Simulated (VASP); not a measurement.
# Ti (I4/mmm) in VASP: notebook

Ti is run at these levels: PBE; tasks: single point.

Program: VASP 6.6.1. These are calculated values, not measurements. Logs are shortened: lines on timing, memory, paths and dates and some standing lists are left out, and cuts for length are marked.

## 1. The cell of the first run

The structure is tetragonal, space group I4/mmm (No. 139). The conventional cell has a = 3.284 Å, b = 3.284 Å, c = 3.539 Å, α = 90.00°, β = 90.00°, γ = 90.00°. Ti (site symmetry 4/mmm) has 14 Ti at 2.92 to 3.54 Å within 3.8 Å.

## 2. Single point, PBE (volume 19.087 Å^3 an atom, c/a of the conventional cell 1.0776)

Input file INCAR:

```
PREC = Accurate
ENCUT = 520
EDIFF = 1E-7
ISMEAR = 0
SIGMA = 0.15
LREAL = F
LASPH = T
NELM = 60
ALGO = Fast
ISIF = 2
LWAVE = F
LCHARG = F
GGA = PE
NBANDS = 12
```

Input file KPOINTS:

```
regular mesh
0
Gamma
  22 22 22
```

Input file POSCAR:

```
Ti
1.0
   -1.6421268410      1.6421268410      1.7695558839
    1.6421268410     -1.6421268410      1.7695558839
    1.6421268410      1.6421268410     -1.7695558839
Ti
1
Direct
    0.0000000000      0.0000000000      0.0000000000
```

Potentials or basis: VASP PAW PBE potentials, release 64 (Ti_sv).

Started as:

```console
cat potpaw_PBE.64/Ti_sv/POTCAR > POTCAR
mpirun -np 1 vasp_std > vasp.out
```

OUTCAR:

```text
PREC = Accurate
   ENCUT = 520
   EDIFF = 1E-7
   ISMEAR = 0
   LREAL = F
   LASPH = T
   NELM = 60
   ISIF = 2
   GGA = PE

 ion  position               nearest neighbor table
   1  0.000  0.000  0.000-

  LATTYP: Found a body centered tetragonal cell.
 ALAT       =     3.2842536820
 C/A-ratio  =     1.0776000000

  Lattice vectors:

 A1 = (  -1.6421268410,   1.6421268410,   1.7695558839)
 A2 = (   1.6421268410,  -1.6421268410,   1.7695558839)
 A3 = (   1.6421268410,   1.6421268410,  -1.7695558839)

Analysis of symmetry for initial positions (statically):
=====================================================================
 Subroutine PRICEL returns:
 Original cell was already a primitive cell.

 Routine SETGRP: Setting up the symmetry group for a
 body centered tetragonal supercell.

 Subroutine GETGRP returns: Found 16 space group operations
 (whereof 16 operations were pure point group operations)
 out of a pool of 16 trial point group operations.

The static configuration has the point symmetry D_4h.

Analysis of symmetry for dynamics (positions and initial velocities):
=====================================================================
 Subroutine PRICEL returns:
 Original cell was already a primitive cell.

 Routine SETGRP: Setting up the symmetry group for a
 body centered tetragonal supercell.

 Subroutine GETGRP returns: Found 16 space group operations
 (whereof 16 operations were pure point group operations)
 out of a pool of 16 trial point group operations.

The dynamic configuration has the point symmetry D_4h.

 Subroutine INISYM returns: Found 16 space group operations
 (whereof 16 operations are pure point group operations),
 and found     1 'primitive' translations

----------------------------------------------------------------------------------------

                                     Primitive cell

  volume of cell :      19.0870

  direct lattice vectors                    reciprocal lattice vectors
    -1.642126841  1.642126841  1.769555884     0.000000000  0.304483178  0.282556773
     1.642126841 -1.642126841  1.769555884     0.304483178  0.000000000  0.282556773
     1.642126841  1.642126841 -1.769555884     0.304483178  0.304483178  0.000000000

  length of vectors
     2.919672781  2.919672781  2.919672781     0.415389379  0.415389379  0.430604241

  position of ions in fractional coordinates (direct lattice)
     0.000000000  0.000000000  0.000000000

  ion indices of the primitive-cell ions
   primitive index   ion index
                 1           1

----------------------------------------------------------------------------------------

 KPOINTS: regular mesh

Automatic generation of k-mesh.
 Grid dimensions read from file:
 generate k-points for:   22   22   22

 Generating k-lattice:

  Cartesian coordinates                     Fractional coordinates (reciprocal lattice)
     0.000000000  0.013840144  0.012843490     0.045454545  0.000000000 -0.000000000
     0.013840144  0.000000000  0.012843490     0.000000000  0.045454545 -0.000000000
     0.013840144  0.013840144  0.000000000     0.000000000  0.000000000  0.045454545

  Length of vectors
     0.018881335  0.018881335  0.019572920

  Shift w.r.t. Gamma in fractional coordinates (k-lattice)
     0.000000000  0.000000000  0.000000000

 Subroutine IBZKPT returns following result:
 ===========================================

 Found    834 irreducible k-points:

 Following reciprocal coordinates:
            Coordinates               Weight
  0.000000  0.000000  0.000000      1.000000
  0.045455  0.000000  0.000000      8.000000
  0.090909  0.000000  0.000000      8.000000
  0.136364  0.000000  0.000000      8.000000
  0.181818  0.000000 -0.000000      8.000000
  0.227273  0.000000  0.000000      8.000000
[... 16 lines left out ...]
  0.500000  0.045455 -0.000000     16.000000
 -0.454545  0.045455  0.000000     16.000000
 [... further k-points ...]
   k-points           NKPTS =    834   k-points in BZ     NKDIM =    834   number of bands    NBANDS=     12
   number of dos      NEDOS =    301   number of ions     NIONS =      1
   total plane-waves  NPLWV =  13824
   dimension x,y,z NGX =    24 NGY =   24 NGZ =   24
   dimension x,y,z NGXF=    48 NGYF=   48 NGZF=   48
   ions per type =               1
   NGX,Y,Z   is equivalent  to a cutoff of  13.67, 13.67, 13.67 a.u.
   NGXF,Y,Z  is equivalent  to a cutoff of  27.33, 27.33, 27.33 a.u.
 SYSTEM =  unknown system
   PREC   = accura    normal or accurate (medium, high low for compatibility)
   ISTART =      0    job   : 0-new  1-cont  2-samecut
   ICHARG =      2    charge: 1-file 2-atom 10-const
   ISPIN  =      1    spin polarized calculation?
   LNONCOLLINEAR =      F non collinear calculations
   LSORBIT =      F    spin-orbit coupling
   LASPH  =      T    aspherical Exc in radial PAW
   ENCUT  =  520.0 eV  38.22 Ry    6.18 a.u.   5.43  5.43  5.43*2*pi/ulx,y,z
   NELM   =     60;   NELMIN=  2; NELMDL= -5     # of ELM steps
   EDIFF  = 0.1E-06   stopping-criterion for ELM
   LREAL  =      F    real-space projection
   EDIFFG = 0.1E-05   stopping-criterion for IOM
   NSW    =      0    number of steps for IOM
   IBRION =     -1    ionic relax: 0-MD 1-quasi-New 2-CG
   NFREE  =      0    steps in history (QN), initial steepest desc. (CG)
   ISIF   =      2    stress and relaxation
   ISYM   =      2    0-nonsym 1-usesym 2-fastsym
   POTIM  = 0.5000    time-step for ionic-motion
   TEBEG  =    0.0;   TEEND  =   0.0 temperature during run
   PSTRESS=    0.0 pullay stress
   NELECT =      12.0000    total number of electrons
   NUPDOWN=      -1.0000    fix difference up-down
   EMIN   =  10.00;   EMAX   =-10.00  energy-range for DOS
   EFERMI =   0.00;   METHOD = LEGACY
   ISMEAR =     0;   SIGMA  =   0.15  broadening in eV -4-tet -1-fermi 0-gaus
   EFERMI_NEDOS =   21; number of points for ismear=-14 and -15
   IALGO  =     68    algorithm
   IMIX   =      4    mixing-type and parameters
     AMIX     =   0.40;   BMIX     =  1.00
     AMIX_MAG =   1.60;   BMIX_MAG =  1.00
  volume/ion in A,a.u.               =      19.09       128.81
  Fermi-wavevector in a.u.,A,eV,Ry     =   1.402456  2.650258 26.761079  1.966884
  Thomas-Fermi vector in A             =   2.525216
   LORBIT       =      0    0 simple, 1 ext, 2 COOP (PROOUT), +10 PAW based schemes
   GGA     = PE    functional components
   LHFCALC =     F    Hartree Fock is set to
   AEXX    =    0.0000 exact exchange contribution
   IVDW    =     0    specifies the selected vdW correction
   LEPSILON=     F    determine dielectric tensor
   LRPA    =     F    only Hartree local field effects (RPA)
 non-spin polarized calculation
 RMM-DIIS sequential band-by-band and
 Gauss-broadening in eV      SIGMA  =   0.15
  energy-cutoff  :      520.00
  volume of cell :       19.09
 maximum number of plane-waves:       530
 NGX is ok and might be reduce to    24
   NGX = 11   NGY = 11   NGZ = 11

 number of electron      11.9999997 magnetization

 Free energy of the ion-electron system (eV)
  ---------------------------------------------------
  ext. energy  EPLUGINS =         0.00000000
  ---------------------------------------------------
  free energy    TOTEN  =        -7.68685308 eV

  energy without entropy =       -7.65621908  energy(sigma->0) =       -7.67153608

 E-fermi :   7.1581     XC(G=0): -11.0590

 val. band max:        7.1570158570   @ k =  -0.3182   0.1364   0.0455
 cond. band min:       7.1594287797   @ k =  -0.1364  -0.4091   0.0455
 fundamental gap:      0.0024129227
 Fermi energy:         7.1581217820

 k-point     1 :       0.0000    0.0000    0.0000
  band No.  band energies     occupation
      1     -49.5916      2.00000
      2     -25.5441      2.00000
      3     -25.5441      2.00000
      4     -25.5361      2.00000
      5       1.4070      2.00000
      6       7.9136      0.00000
      7       7.9136      0.00000
      8       8.3551      0.00000
      9       9.3049      0.00000
     10       9.8100      0.00000
     11      23.1425      0.00000
     12      24.3108      0.00000

 k-point     2 :       0.0455    0.0000    0.0000
  band No.  band energies     occupation
      1     -49.5899      2.00000
      2     -25.5520      2.00000
      3     -25.5470      2.00000
      4     -25.5386      2.00000
      5       1.4706      2.00000
      6       7.9082      0.00000
      7       7.9250      0.00000
      8       8.3615      0.00000
      9       9.2846      0.00000
     10       9.7969      0.00000
     11      23.1162      0.00000
     12      24.1837      0.00000

 k-point     3 :       0.0909    0.0000    0.0000
  band No.  band energies     occupation
      1     -49.5848      2.00000
      2     -25.5812      2.00000
      3     -25.5557      2.00000
      4     -25.5394      2.00000
      5       1.6591      2.00000
      6       7.8849      0.00000
      7       7.9290      0.00000
      8       8.4127      0.00000
      9       9.2314      0.00000
     10       9.7656      0.00000
     11      22.9457      0.00000
     12      23.8521      0.00000
[... 286 lines left out ...]
 k-point    23 :       0.5000    0.0455   -0.0000
  band No.  band energies     occupation
      1     -49.5045      2.00000
      2     -26.0294      2.00000
      3     -25.6915      2.00000
      4     -25.5431      2.00000
      5       4.9307      2.00000
      6       7.0313      1.76830
      7       7.7980      0.00000
      8       9.2640      0.00000
      9       9.9665      0.00000
     10      10.9081      0.00000
     11      14.8028      0.00000
     12      20.1971      0.00000

 k-point    24 :      -0.4545    0.0455    0.0000
  band No.  band energies     occupation
      1     -49.5079      2.00000
      2     -26.0112      2.00000
      3     -25.6854      2.00000
      4     -25.5436      2.00000
      5       4.8369      2.00000
      6       7.0682      1.60329
      7       7.6237      0.00001
      8       9.2654      0.00000
      9       9.9482      0.00000
     10      10.7536      0.00000
     11      15.2573      0.00000
     12      20.3491      0.00000

 [... further k-points ...]

------------------------ aborting loop because EDIFF is reached ----------------------------------------

  FORCE on cell =-STRESS in cart. coord.  units (eV):
  Direction    XX          YY          ZZ          XY          YZ          ZX
  --------------------------------------------------------------------------------------
  -------------------------------------------------------------------------------------
  Total       -1.1408460     -1.1408460     -0.9252657      0.0000000      0.0000000      0.0000000
  in kB      -95.7634816    -95.7634816    -77.6675095      0.0000000      0.0000000      0.0000000
  external PRESSURE =     -89.7314909 kB  Pullay stress =       0.0000000 kB

 VOLUME and BASIS-vectors are now :
 -----------------------------------------------------------------------------
  energy-cutoff  :      520.00
  volume of cell :       19.09
      direct lattice vectors                 reciprocal lattice vectors
    -1.642126841  1.642126841  1.769555884     0.000000000  0.304483178  0.282556773
     1.642126841 -1.642126841  1.769555884     0.304483178  0.000000000  0.282556773
     1.642126841  1.642126841 -1.769555884     0.304483178  0.304483178  0.000000000

 POSITION                                       TOTAL-FORCE (eV/Angst)
 -----------------------------------------------------------------------------------
      0.00000      0.00000      0.00000         0.000000     -0.000000      0.000000
 -----------------------------------------------------------------------------------
    total drift:                                0.000000      0.000000      0.000000

  FREE ENERGIE OF THE ION-ELECTRON SYSTEM (eV)
  ---------------------------------------------------
  free  energy   TOTEN  =        -7.6868530763 eV

  energy  without entropy=       -7.6562190823  energy(sigma->0) =       -7.67153608
```

It took 3.3 min on 1 thread of Intel Xeon Platinum 8124M at 3.00GHz (Skylake/Cascade Lake), shared host; peak memory 0.29 GiB.

What came out:

- Free energy: -7.6869 eV
- Pressure: -9.0 GPa
- Band gap on the k mesh: zero (band 6 reaches 8.02 eV, above the bottom of band 7 at 6.57 eV)

Stress tensor (GPa, compression positive):
```
-9.58  0.00  0.00
 0.00 -9.58  0.00
 0.00  0.00 -7.77
```

## 3. Single point, PBE (volume 19.087 Å^3 an atom, c/a of the conventional cell 1.2513)

Input file INCAR:

```
SYSTEM = Ti
PREC     = Accurate       ! precision mode
ENCUT    = 520            ! plane-wave cutoff, eV
EDIFF    = 1E-6           ! SCF threshold, eV
ISMEAR   = 0              ! smearing method
SIGMA    = 0.15           ! smearing width, eV
LREAL    = .False.        ! projectors in reciprocal space
LASPH    = .True.         ! aspherical terms in the spheres
NELM     = 100            ! most SCF steps
ALGO     = Fast           ! electronic algorithm
ISIF     = 2              ! what is computed and relaxed
LWAVE    = .False.        ! write WAVECAR
LCHARG   = .True.         ! write CHGCAR
GGA      = PE             ! functional
LELF     = .True.         ! ELF
LVHAR    = .True.       
NBANDS   = 12             ! bands
```

Input file KPOINTS:

```
regular mesh
0
Gamma
  22 22 22
  0 0 0
```

Input file POSCAR:

```
Ti
1.0
   -1.5623275070      1.5623275070      1.9549404095
    1.5623275070     -1.5623275070      1.9549404095
    1.5623275070      1.5623275070     -1.9549404095
Ti
1
Direct
    0.0000000000      0.0000000000      0.0000000000
```

Potentials or basis: VASP PAW PBE potentials, release 64 (Ti_sv).

Started as:

```console
cat potpaw_PBE.64/Ti_sv/POTCAR > POTCAR
mpirun -np 1 vasp_std > vasp.out
```

Run time: 2.8 min. Hardware: 1 thread of Intel Xeon Platinum 8124M at 3.00GHz (Skylake/Cascade Lake), shared host; peak memory 0.29 GiB.

The run converged. Its results:

| Property | Result |
| --- | --- |
| Free energy | -7.7209 eV |
| Pressure | -9.3 GPa |
| Band gap on the k mesh | zero (band 6 reaches 7.99 eV, above the bottom of band 7 at 6.71 eV) |

Stress tensor (GPa, compression positive):
```
-10.29   0.00   0.00
  0.00 -10.29   0.00
  0.00   0.00  -7.29
```

Levels at points of the mesh, in eV from the Fermi level:
| k point | band 4 | band 5 | band 6 | band 7 | band 8 | band 9 |
| --- | --- | --- | --- | --- | --- | --- |
| (0.00, 0.00, 0.00) | -32.79 | -5.82 | 0.64 | 0.64 | 1.40 | 1.76 |
| (0.50, 0.00, 0.00) | -32.82 | -2.35 | 0.28 | 0.51 | 1.27 | 2.97 |
| (0.50, 0.50, 0.00) | -32.89 | -2.27 | -1.26 | 1.83 | 3.10 | 3.12 |
| (0.50, 0.50, 0.50) | -33.04 | -2.14 | -1.61 | 3.20 | 3.44 | 3.44 |

## 4. Single point, PBE (volume 20.007 Å^3 an atom, c/a of the conventional cell 1.5658)

Input file INCAR:

```
PREC = Accurate
ENCUT = 520
EDIFF = 1E-6
ISMEAR = 0
SIGMA = 0.15
LREAL = F
LASPH = T
NELM = 100
ALGO = Fast
ISIF = 2
LWAVE = F
LCHARG = T
GGA = PE
LELF = T
LVHAR = T
NBANDS = 12
```

Input file KPOINTS:

```
Automatic mesh
0
Gamma
  22 22 22
```

Input file POSCAR:

```
Ti
1.0
   -1.4727484151      1.4727484151      2.3060294683
    1.4727484151     -1.4727484151      2.3060294683
    1.4727484151      1.4727484151     -2.3060294683
Ti
1
Direct
    0.0000000000      0.0000000000      0.0000000000
```

Started as:

```console
cat potpaw_PBE.64/Ti_sv/POTCAR > POTCAR
mpirun -np 1 vasp_std > vasp.out
```

Run time: 2.9 min. Hardware: 1 thread of Intel Xeon Platinum 8124M at 3.00GHz (Skylake/Cascade Lake), shared host; peak memory 0.3 GiB.

It converged, with:

```
Free energy            : -7.6655 eV
Pressure               : -11.9 GPa
Band gap on the k mesh : zero (band 6 reaches 7.37 eV, above the bottom of band 7 at 6.27 eV)
```

Stress tensor (GPa, compression positive):
```
-10.85   0.00   0.00
  0.00 -10.85   0.00
  0.00   0.00 -14.08
```

Levels at points of the mesh, in eV from the Fermi level:
| k point | band 3 | band 4 | band 5 | band 6 | band 7 | band 8 | band 9 | band 10 |
| --- | --- | --- | --- | --- | --- | --- | --- | --- |
| (0.00, 0.00, 0.00) | -32.92 | -32.92 | -5.70 | 0.35 | 1.07 | 1.07 | 1.69 | 2.50 |
| (0.50, 0.00, 0.00) | -33.02 | -32.95 | -2.25 | 0.38 | 0.42 | 1.08 | 2.88 | 3.12 |
| (0.50, 0.50, 0.00) | -33.15 | -33.06 | -2.06 | -1.34 | 2.91 | 2.93 | 2.94 | 3.49 |
| (0.50, 0.50, 0.50) | -33.02 | -33.02 | -2.19 | -1.25 | 1.31 | 3.06 | 3.19 | 3.19 |

## 5. The runs side by side

```csv
cell,further INCAR settings,gap on the mesh (eV),pressure (GPa)
"a = 2.920 Å, angles 111.6, 111.6, 105.4°, 1 atom",ALGO = Fast; EDIFF = 1e-07; NBANDS = 12,none,-9.0
"a = 2.950 Å, angles 116.0, 116.0, 97.0°, 1 atom",ALGO = Fast; EDIFF = 1e-06; NBANDS = 12,none,-9.3
"a = 3.107 Å, angles 123.4, 123.4, 84.2°, 1 atom",ALGO = Fast; EDIFF = 1e-06; NBANDS = 12,none,-11.9
```

Alike in all rows: task single point; level PBE; potentials or basis VASP PAW PBE potentials, release 64 (Ti_sv); no spin polarisation; k mesh 22 × 22 × 22; cutoff (eV) 520; smearing gaussian 0.15 eV.

Absolute energies hang on the potentials; compare differences alone.
